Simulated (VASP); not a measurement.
# GeMo (Pmma) in VASP: single point with PBE

Aim: the single point of GeMo with PBE.

Everything below comes from runs of VASP 6.6.1. Logs are shortened: lines on timing, memory, paths and dates and some standing lists are left out, and cuts for length are marked.

## (1) The cell of the first run

The typed cell holds 4 atoms: a = 4.388 Å, b = 3.168 Å, c = 4.387 Å, α = 90.00°, β = 90.00°, γ = 90.00°.

## (2) Single point, PBE

The input, INCAR:

```
PREC     = Accurate       # precision mode
ENCUT    = 520            # plane-wave cutoff, eV
EDIFF    = 1E-7           # SCF threshold, eV
ISMEAR   = 0              # smearing method
SIGMA    = 0.1            # smearing width, eV
LREAL    = False          # projectors in reciprocal space
LASPH    = True           # aspherical terms in the spheres
NELM     = 60             # most SCF steps
ALGO     = Normal         # electronic algorithm
ISIF     = 2              # what is computed and relaxed
LWAVE    = False          # write WAVECAR
LCHARG   = False          # write CHGCAR
GGA      = PE             # functional
NBANDS   = 36             # bands
```

The input, KPOINTS:

```
Automatic mesh
0
Gamma
  4 6 4
```

The input, POSCAR:

```
GeMo
1.0
    4.3880128559      0.0000000000      0.0000000000
    0.0000000000      3.1677809130      0.0000000000
    0.0000000000      0.0000000000      4.3873418529
Ge Mo
2 2
Direct
    0.7500000000      0.0000000000      0.7497981547
    0.2500000000      0.0000000000      0.2502018453
    0.7500000000      0.5000000000      0.2498524770
    0.2500000000      0.5000000000      0.7501475230
```

Potentials or basis: VASP PAW PBE potentials, release 64 (Ge_d, Mo_sv).

On the command line:

```sh
cat potpaw_PBE.64/Ge_d/POTCAR potpaw_PBE.64/Mo_sv/POTCAR > POTCAR
mpirun -np 1 vasp_std > vasp.out
```

OUTCAR:

```text
PREC = Accurate
   ENCUT = 520
   EDIFF = 1E-7
   ISMEAR = 0
   LREAL = False
   LASPH = True
   NELM = 60
   ISIF = 2
   GGA = PE

 ion  position               nearest neighbor table
   1  0.750  0.000  0.750-   3 2.71   3 2.71   3 2.71   3 2.71   4 2.71   4 2.71   4 2.71   4 2.71

   2  0.250  0.000  0.250-   4 2.71   4 2.71   4 2.71   4 2.71   3 2.71   3 2.71   3 2.71   3 2.71

   3  0.750  0.500  0.250-   1 2.71   1 2.71   1 2.71   1 2.71   2 2.71   2 2.71   2 2.71   2 2.71
                             4 3.10   4 3.10   4 3.10   4 3.10
   4  0.250  0.500  0.750-   2 2.71   2 2.71   2 2.71   2 2.71   1 2.71   1 2.71   1 2.71   1 2.71
                             3 3.10   3 3.10   3 3.10   3 3.10

  LATTYP: Found a simple orthorhombic cell.
 ALAT       =     3.1677809130
 B/A-ratio  =     1.3849890423
 C/A-ratio  =     1.3852008634

  Lattice vectors:

 A1 = (   0.0000000000,   3.1677809130,   0.0000000000)
 A2 = (   0.0000000000,   0.0000000000,   4.3873418529)
 A3 = (   4.3880128559,   0.0000000000,   0.0000000000)

Analysis of symmetry for initial positions (statically):
=====================================================================
 Subroutine PRICEL returns:
 Original cell was already a primitive cell.

 Routine SETGRP: Setting up the symmetry group for a
 simple orthorhombic supercell.

 Subroutine GETGRP returns: Found  8 space group operations
 (whereof  4 operations were pure point group operations)
 out of a pool of  8 trial point group operations.

The static configuration has the point symmetry C_2h.
 The point group associated with its full space group is D_2h.

Analysis of symmetry for dynamics (positions and initial velocities):
=====================================================================
 Subroutine PRICEL returns:
 Original cell was already a primitive cell.

 Routine SETGRP: Setting up the symmetry group for a
 simple orthorhombic supercell.

 Subroutine GETGRP returns: Found  8 space group operations
 (whereof  4 operations were pure point group operations)
 out of a pool of  8 trial point group operations.

The dynamic configuration has the point symmetry C_2h.
 The point group associated with its full space group is D_2h.

 Subroutine INISYM returns: Found  8 space group operations
 (whereof  4 operations are pure point group operations),
 and found     1 'primitive' translations

----------------------------------------------------------------------------------------

[... 97 lines left out ...]
   LREAL  =      F    real-space projection
   EDIFFG = 0.1E-05   stopping-criterion for IOM
   NSW    =      0    number of steps for IOM
   IBRION =     -1    ionic relax: 0-MD 1-quasi-New 2-CG
   NFREE  =      0    steps in history (QN), initial steepest desc. (CG)
   ISIF   =      2    stress and relaxation
   ISYM   =      2    0-nonsym 1-usesym 2-fastsym
   POTIM  = 0.5000    time-step for ionic-motion
   TEBEG  =    0.0;   TEEND  =   0.0 temperature during run
   PSTRESS=    0.0 pullay stress
   NELECT =      56.0000    total number of electrons
   NUPDOWN=      -1.0000    fix difference up-down
   EMIN   =  10.00;   EMAX   =-10.00  energy-range for DOS
   EFERMI =   0.00;   METHOD = LEGACY
   ISMEAR =     0;   SIGMA  =   0.10  broadening in eV -4-tet -1-fermi 0-gaus
   EFERMI_NEDOS =   21; number of points for ismear=-14 and -15
   IALGO  =     38    algorithm
   IMIX   =      4    mixing-type and parameters
     AMIX     =   0.40;   BMIX     =  1.00
     AMIX_MAG =   1.60;   BMIX_MAG =  1.00
  volume/ion in A,a.u.               =      15.25       102.89
  Fermi-wavevector in a.u.,A,eV,Ry     =   1.591217  3.006964 34.449553  2.531971
  Thomas-Fermi vector in A             =   2.689791
   LORBIT       =      0    0 simple, 1 ext, 2 COOP (PROOUT), +10 PAW based schemes
   GGA     = PE    functional components
   LHFCALC =     F    Hartree Fock is set to
   AEXX    =    0.0000 exact exchange contribution
   IVDW    =     0    specifies the selected vdW correction
   LEPSILON=     F    determine dielectric tensor
   LRPA    =     F    only Hartree local field effects (RPA)
 non-spin polarized calculation
 Gauss-broadening in eV      SIGMA  =   0.10
  energy-cutoff  :      520.00
  volume of cell :       60.99
 maximum number of plane-waves:      1668
 NGX is ok and might be reduce to    36
   NGX = 17   NGY = 11   NGZ = 17

 number of electron      56.0000037 magnetization

 Free energy of the ion-electron system (eV)
  ---------------------------------------------------
  ext. energy  EPLUGINS =         0.00000000
  ---------------------------------------------------
  free energy    TOTEN  =       -30.39938047 eV

  energy without entropy =      -30.38680369  energy(sigma->0) =      -30.39309208

 E-fermi :  10.8578     XC(G=0): -12.9783

 val. band max:       10.7520435541   @ k =   0.0000   0.1667   0.0000
 cond. band min:      10.9286398423   @ k =   0.5000   0.3333   0.5000
 fundamental gap:      0.1765962882
 Fermi energy:        10.8578129700

 k-point     1 :       0.0000    0.0000    0.0000
  band No.  band energies     occupation
      1     -49.9486      2.00000
      2     -49.8975      2.00000
      3     -24.1938      2.00000
      4     -24.1937      2.00000
      5     -23.9684      2.00000
      6     -23.9163      2.00000
[... 925 lines left out ...]
     35      17.0908      0.00000
     36      17.0909      0.00000

 [... further k-points ...]

------------------------ aborting loop because EDIFF is reached ----------------------------------------

  FORCE on cell =-STRESS in cart. coord.  units (eV):
  Direction    XX          YY          ZZ          XY          YZ          ZX
  --------------------------------------------------------------------------------------
  -------------------------------------------------------------------------------------
  Total        0.1351773      0.0825573      0.1429429      0.0000000      0.0000000      0.0000000
  in kB        3.5513209      2.1689106      3.7553358      0.0000000      0.0000000      0.0000000
  external PRESSURE =       3.1585224 kB  Pullay stress =       0.0000000 kB

 VOLUME and BASIS-vectors are now :
 -----------------------------------------------------------------------------
  energy-cutoff  :      520.00
  volume of cell :       60.99
      direct lattice vectors                 reciprocal lattice vectors
     4.388012856  0.000000000  0.000000000     0.227893589  0.000000000  0.000000000
     0.000000000  3.167780913  0.000000000     0.000000000  0.315678397  0.000000000
     0.000000000  0.000000000  4.387341853     0.000000000  0.000000000  0.227928444

 POSITION                                       TOTAL-FORCE (eV/Angst)
 -----------------------------------------------------------------------------------
      3.29101      0.00000      3.28962        -0.000000      0.000000      0.002119
      1.09700      0.00000      1.09772         0.000000      0.000000     -0.002119
      3.29101      1.58389      1.09619        -0.000000     -0.000000      0.001087
      1.09700      1.58389      3.29115         0.000000      0.000000     -0.001087
 -----------------------------------------------------------------------------------
    total drift:                                0.000000     -0.000000     -0.000000

  FREE ENERGIE OF THE ION-ELECTRON SYSTEM (eV)
  ---------------------------------------------------
  free  energy   TOTEN  =       -30.3993804670 eV

  energy  without entropy=      -30.3868036891  energy(sigma->0) =      -30.39309208
```

OSZICAR:

```text
N       E                     dE             d eps       ncg     rms          rms(c)
DAV:   1     0.645016153189E+03    0.64502E+03   -0.30022E+04  3556   0.396E+03
DAV:   2     0.513978979444E+02   -0.59362E+03   -0.57639E+03  2632   0.833E+02
DAV:   3    -0.282226803420E+02   -0.79621E+02   -0.77174E+02  2840   0.202E+02
DAV:   4    -0.320764952779E+02   -0.38538E+01   -0.37743E+01  3168   0.447E+01
DAV:   5    -0.321517685051E+02   -0.75273E-01   -0.75063E-01  3036   0.713E+00    0.207E+01
DAV:   6    -0.305729822254E+02    0.15788E+01   -0.84834E+00  2980   0.145E+01    0.376E+00
DAV:   7    -0.304327822838E+02    0.14020E+00   -0.53364E-01  3420   0.719E+00    0.310E+00
DAV:   8    -0.304015696533E+02    0.31213E-01   -0.90278E-02  3284   0.251E+00    0.361E-01
DAV:   9    -0.303995338580E+02    0.20358E-02   -0.91745E-03  3564   0.110E+00    0.139E-01
DAV:  10    -0.303993719709E+02    0.16189E-03   -0.94081E-04  3148   0.335E-01    0.587E-02
DAV:  11    -0.303993842372E+02   -0.12266E-04   -0.74790E-05  3392   0.804E-02    0.132E-02
DAV:  12    -0.303993807622E+02    0.34750E-05   -0.24089E-05  3468   0.658E-02    0.208E-03
DAV:  13    -0.303993804885E+02    0.27376E-06   -0.85603E-07  2560   0.564E-03    0.207E-03
DAV:  14    -0.303993804670E+02    0.21468E-07   -0.25216E-08  1596   0.139E-03
   1 F= -.30399380E+02 E0= -.30393092E+02  d E =-.125768E-01
```

Run time: 38 s. Hardware: 1 thread of Intel Xeon Platinum 8488C (Sapphire Rapids), shared host; peak memory 0.21 GiB.

What came out:

- Free energy: -30.3994 eV
- Pressure: 0.3 GPa
- Band gap on the k mesh: zero (band 28 reaches 12.27 eV, above the bottom of band 29 at 10.44 eV)

Forces in eV/Å, atoms in the order of the input:
```
Ge   0.000  0.000  0.002
Ge   0.000  0.000 -0.002
Mo   0.000  0.000  0.001
Mo   0.000  0.000 -0.001
```
